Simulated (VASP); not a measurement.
# Li (Fm-3m) in VASP: relaxation of cell and atoms with r2SCAN

Aim: the relaxation of cell and atoms of Li with r2SCAN.

Program: VASP 6.6.1. These are calculated values, not measurements. Logs are shortened: lines on timing, memory, paths and dates and some standing lists are left out, and cuts for length are marked.

## (1) The cell of the first run

Symmetry: Fm-3m, No. 225, cubic system. The conventional cell has a = 4.404 Å, b = 4.404 Å, c = 4.404 Å, α = 90.00°, β = 90.00°, γ = 90.00°. Li (site symmetry m-3m) has 12 Li at 3.11 Å within 4.1 Å.

This isn't the form of Li at room conditions, which is bcc.

## (2) Relaxation of cell and atoms, r2SCAN

Contents of POSCAR:

```
Li
1.0
    0.0000000000     -2.2020000000     -2.2020000000
    2.2020000000      0.0000000000     -2.2020000000
    2.2020000000     -2.2020000000      0.0000000000
Li
1
Direct
    0.0000000000      0.0000000000      0.0000000000
```

Contents of INCAR.step1:

```
PREC = Accurate
ENCUT = 600
ISMEAR = 0
SIGMA = 0.1
LREAL = F
LASPH = T
NELM = 80
GGA = PE
ALGO = Normal
EDIFF = 1E-4
LWAVE = T
LCHARG = F
```

Contents of INCAR.step2:

```
PREC = Accurate
ENCUT = 600
EDIFF = 1E-6
ISMEAR = 0
SIGMA = 0.1
LREAL = F
LASPH = T
NELM = 80
ALGO = Normal
ISIF = 3
LWAVE = F
LCHARG = F
METAGGA = R2SCAN
LMIXTAU = T
IBRION = 2
NSW = 100
EDIFFG = -0.005
ISTART = 1
```

Contents of KPOINTS:

```
Automatic mesh
0
Gamma
  16 16 16
```

Potentials or basis: VASP PAW PBE potentials, release 64 (Li_sv).

Launch:

```sh
$ cat potpaw_PBE.64/Li_sv/POTCAR > POTCAR
$ cp INCAR.step1 INCAR
$ mpirun -np 1 vasp_std > vasp.out
$ cp INCAR.step2 INCAR
$ mpirun -np 1 vasp_std > vasp.out
```

OUTCAR:

```text
PREC = Accurate
   ENCUT = 600
   EDIFF = 1E-6
   ISMEAR = 0
   LREAL = F
   LASPH = T
   NELM = 80
   ISIF = 3
   METAGGA = R2SCAN
   IBRION = 2
   NSW = 100
   EDIFFG = -0.005
   ISTART = 1

 ion  position               nearest neighbor table
   1  0.000  0.000  0.000-

  LATTYP: Found a face centered cubic cell.
 ALAT       =     4.4040000000

  Lattice vectors:

 A1 = (   0.0000000000,  -2.2020000000,  -2.2020000000)
 A2 = (   2.2020000000,   0.0000000000,  -2.2020000000)
 A3 = (   2.2020000000,  -2.2020000000,   0.0000000000)

Analysis of symmetry for initial positions (statically):
=====================================================================
 Subroutine PRICEL returns:
 Original cell was already a primitive cell.

 Routine SETGRP: Setting up the symmetry group for a
 face centered cubic supercell.

 Subroutine GETGRP returns: Found 48 space group operations
 (whereof 48 operations were pure point group operations)
 out of a pool of 48 trial point group operations.

The static configuration has the point symmetry O_h .

Analysis of symmetry for dynamics (positions and initial velocities):
=====================================================================
 Subroutine PRICEL returns:
 Original cell was already a primitive cell.

 Routine SETGRP: Setting up the symmetry group for a
 face centered cubic supercell.

 Subroutine GETGRP returns: Found 48 space group operations
 (whereof 48 operations were pure point group operations)
 out of a pool of 48 trial point group operations.

The dynamic configuration has the point symmetry O_h .

 Subroutine INISYM returns: Found 48 space group operations
 (whereof 48 operations are pure point group operations),
 and found     1 'primitive' translations

----------------------------------------------------------------------------------------

                                     Primitive cell

  volume of cell :      21.3541

  direct lattice vectors                    reciprocal lattice vectors
     0.000000000 -2.202000000 -2.202000000    -0.227066303 -0.227066303 -0.227066303
     2.202000000  0.000000000 -2.202000000     0.227066303  0.227066303 -0.227066303
     2.202000000 -2.202000000  0.000000000     0.227066303 -0.227066303  0.227066303

  length of vectors
     3.114098264  3.114098264  3.114098264     0.393290374  0.393290374  0.393290374

  position of ions in fractional coordinates (direct lattice)
     0.000000000  0.000000000  0.000000000

  ion indices of the primitive-cell ions
   primitive index   ion index
                 1           1

----------------------------------------------------------------------------------------

 KPOINTS: Automatic mesh

Automatic generation of k-mesh.
 Grid dimensions read from file:
 generate k-points for:   16   16   16

 Generating k-lattice:

  Cartesian coordinates                     Fractional coordinates (reciprocal lattice)
    -0.014191644 -0.014191644 -0.014191644     0.062500000  0.000000000  0.000000000
     0.014191644  0.014191644 -0.014191644     0.000000000  0.062500000  0.000000000
     0.014191644 -0.014191644  0.014191644     0.000000000  0.000000000  0.062500000

  Length of vectors
     0.024580648  0.024580648  0.024580648

  Shift w.r.t. Gamma in fractional coordinates (k-lattice)
     0.000000000  0.000000000  0.000000000

 Subroutine IBZKPT returns following result:
 ===========================================

 Found    145 irreducible k-points:

 Following reciprocal coordinates:
            Coordinates               Weight
  0.000000  0.000000  0.000000      1.000000
  0.062500  0.000000  0.000000      8.000000
  0.125000  0.000000  0.000000      8.000000
  0.187500  0.000000  0.000000      8.000000
  0.250000  0.000000  0.000000      8.000000
  0.312500  0.000000  0.000000      8.000000
[... 16 lines left out ...]
 -0.125000  0.062500  0.000000     24.000000
 -0.062500  0.062500  0.000000     12.000000
 [... further k-points ...]
   k-points           NKPTS =    145   k-points in BZ     NKDIM =    145   number of bands    NBANDS=      5
   number of dos      NEDOS =    301   number of ions     NIONS =      1
   total plane-waves  NPLWV =  21952
   dimension x,y,z NGX =    28 NGY =   28 NGZ =   28
   dimension x,y,z NGXF=    56 NGYF=   56 NGZF=   56
   ions per type =               1
   NGX,Y,Z   is equivalent  to a cutoff of  14.95, 14.95, 14.95 a.u.
   NGXF,Y,Z  is equivalent  to a cutoff of  29.90, 29.90, 29.90 a.u.
 SYSTEM =  unknown system
   PREC   = accura    normal or accurate (medium, high low for compatibility)
   ISTART =      1    job   : 0-new  1-cont  2-samecut
   ICHARG =      0    charge: 1-file 2-atom 10-const
   ISPIN  =      1    spin polarized calculation?
   LNONCOLLINEAR =      F non collinear calculations
   LSORBIT =      F    spin-orbit coupling
   LASPH  =      T    aspherical Exc in radial PAW
   ENCUT  =  600.0 eV  44.10 Ry    6.64 a.u.   6.22  6.22  6.22*2*pi/ulx,y,z
   NELM   =     80;   NELMIN=  2; NELMDL=  0     # of ELM steps
   EDIFF  = 0.1E-05   stopping-criterion for ELM
   LREAL  =      F    real-space projection
   EDIFFG = -.5E-02   stopping-criterion for IOM
   NSW    =    100    number of steps for IOM
   IBRION =      2    ionic relax: 0-MD 1-quasi-New 2-CG
   NFREE  =      1    steps in history (QN), initial steepest desc. (CG)
   ISIF   =      3    stress and relaxation
   ISYM   =      2    0-nonsym 1-usesym 2-fastsym
   POTIM  = 0.5000    time-step for ionic-motion
   TEBEG  =    0.0;   TEEND  =   0.0 temperature during run
   PSTRESS=    0.0 pullay stress
   NELECT =       3.0000    total number of electrons
   NUPDOWN=      -1.0000    fix difference up-down
   EMIN   =  10.00;   EMAX   =-10.00  energy-range for DOS
   EFERMI =   0.00;   METHOD = LEGACY
   ISMEAR =     0;   SIGMA  =   0.10  broadening in eV -4-tet -1-fermi 0-gaus
   EFERMI_NEDOS =   21; number of points for ismear=-14 and -15
   IALGO  =     38    algorithm
   IMIX   =      4    mixing-type and parameters
     AMIX     =   0.40;   BMIX     =  1.00
     AMIX_MAG =   1.60;   BMIX_MAG =  1.00
  volume/ion in A,a.u.               =      21.35       144.10
  Fermi-wavevector in a.u.,A,eV,Ry     =   0.851049  1.608250  9.854489  0.724285
  Thomas-Fermi vector in A             =   1.967122
   LORBIT       =      0    0 simple, 1 ext, 2 COOP (PROOUT), +10 PAW based schemes
   METAGGA = R2SCAN    functional components
   LHFCALC =     F    Hartree Fock is set to
   AEXX    =    0.0000 exact exchange contribution
   IVDW    =     0    specifies the selected vdW correction
   LEPSILON=     F    determine dielectric tensor
   LRPA    =     F    only Hartree local field effects (RPA)
 conjugate gradient relaxation of ions
 non-spin polarized calculation
 Gauss-broadening in eV      SIGMA  =   0.10
  energy-cutoff  :      600.00
  volume of cell :       21.35
 maximum number of plane-waves:       728
 NGX is ok and might be reduce to    28
   NGX = 13   NGY = 13   NGZ = 13

--------------------------------------- Ionic step        1  -------------------------------------------

 number of electron       2.9999998 magnetization

 Free energy of the ion-electron system (eV)
  ---------------------------------------------------
  ext. energy  EPLUGINS =         0.00000000
  ---------------------------------------------------
  free energy    TOTEN  =        -2.38869462 eV

  energy without entropy =       -2.38662078  energy(sigma->0) =       -2.38765770

------------------------ aborting loop because EDIFF is reached ----------------------------------------

  FORCE on cell =-STRESS in cart. coord.  units (eV):
  Direction    XX          YY          ZZ          XY          YZ          ZX
  --------------------------------------------------------------------------------------
  -------------------------------------------------------------------------------------
  Total       -0.0656158     -0.0656158     -0.0656158      0.0000000     -0.0000000     -0.0000000
  in kB       -4.9230830     -4.9230830     -4.9230830      0.0000000     -0.0000000     -0.0000000
  external PRESSURE =      -4.9230830 kB  Pullay stress =       0.0000000 kB
[... 55 lines left out ...]
  energy  without entropy=       -2.3869921121  energy(sigma->0) =       -2.38802441

--------------------------------------- Ionic step        3  -------------------------------------------

 number of electron       2.9999998 magnetization

 Free energy of the ion-electron system (eV)
  ---------------------------------------------------
  ext. energy  EPLUGINS =         0.00000000
  ---------------------------------------------------
  free energy    TOTEN  =        -2.38879551 eV

  energy without entropy =       -2.38675966  energy(sigma->0) =       -2.38777758

 E-fermi :   0.5424     XC(G=0):  -7.3830

 val. band max:        0.4690676724   @ k =   0.4375   0.3750   0.0625
 cond. band min:       0.5654212918   @ k =   0.5000   0.0000   0.0000
 fundamental gap:      0.0963536194
 Fermi energy:         0.5424170474

 k-point     1 :       0.0000    0.0000    0.0000
  band No.  band energies     occupation
      1     -47.5430      2.00000
      2      -3.2704      2.00000
      3      16.2745      0.00000
      4      16.2745      0.00000
      5      16.2750      0.00000

 k-point     2 :       0.0625    0.0000    0.0000
  band No.  band energies     occupation
      1     -47.5423      2.00000
      2      -3.1950      2.00000
      3      15.2897      0.00000
      4      16.0635      0.00000
      5      16.0639      0.00000
[... 169 lines left out ...]
 k-point    24 :      -0.0625    0.0625    0.0000
  band No.  band energies     occupation
      1     -47.5411      2.00000
      2      -3.0691      2.00000
      3      14.5042      0.00000
      4      14.8238      0.00000
      5      16.3661      0.00000

 [... further k-points ...]

------------------------ aborting loop because EDIFF is reached ----------------------------------------

  FORCE on cell =-STRESS in cart. coord.  units (eV):
  Direction    XX          YY          ZZ          XY          YZ          ZX
  --------------------------------------------------------------------------------------
  -------------------------------------------------------------------------------------
  Total       -0.0044690     -0.0044690     -0.0044690      0.0000000     -0.0000000      0.0000000
  in kB       -0.3446979     -0.3446979     -0.3446979      0.0000000     -0.0000000      0.0000000
  external PRESSURE =      -0.3446979 kB  Pullay stress =       0.0000000 kB
[... 16 lines left out ...]
  FREE ENERGIE OF THE ION-ELECTRON SYSTEM (eV)
  ---------------------------------------------------
  free  energy   TOTEN  =        -2.3887955110 eV

  energy  without entropy=       -2.3867596563  energy(sigma->0) =       -2.38777758

 reached required accuracy - stopping structural energy minimisation
```

It took 7.3 min on 1 thread of Intel Xeon Platinum 8375C at 2.90GHz (Ice Lake), shared host; peak memory 0.15 GiB.

Results:

| Item | Value |
| --- | --- |
| Free energy | -2.3888 eV |
| Relaxed volume | 20.77 Å³/atom |
| Relaxed cell | a = 3.086 Å, b = 3.086 Å, c = 3.086 Å, α = 60.00°, β = 60.00°, γ = 60.00° |
| Space group after relaxing (to 0.1 Å) | Fm-3m (No. 225) |
| Energy gained by relaxing | 0.1 meV/atom |
| Ionic steps | 3 |
| Pressure after relaxing | 0.0 GPa |
| Band gap on the k mesh | zero (an odd number of electrons rules out a gap without spin polarisation) |

Step by step:
```tsv
step	energy change (eV)	largest force (eV/Å)	pressure (GPa)	volume (Å³)
1	0.0000	0.0000	-0.49	21.35
2	-0.0004	0.0000	-0.33	21.15
3	-0.0001	0.0000	-0.03	20.77
```

Final structure:
```
CELL_PARAMETERS angstrom
0.00000 -2.18181 -2.18181
2.18181 0.00000 -2.18181
2.18181 -2.18181 0.00000
ATOMIC_POSITIONS crystal
Li 0.00000 0.00000 0.00000
```

Caveat: the cutoff is under 1.25 times the usual one of these potentials, so pressure, stress and relaxed cells hold a basis-set (Pulay) error; the PAW data sets were made with another functional, which shifts forces and pressure a little.
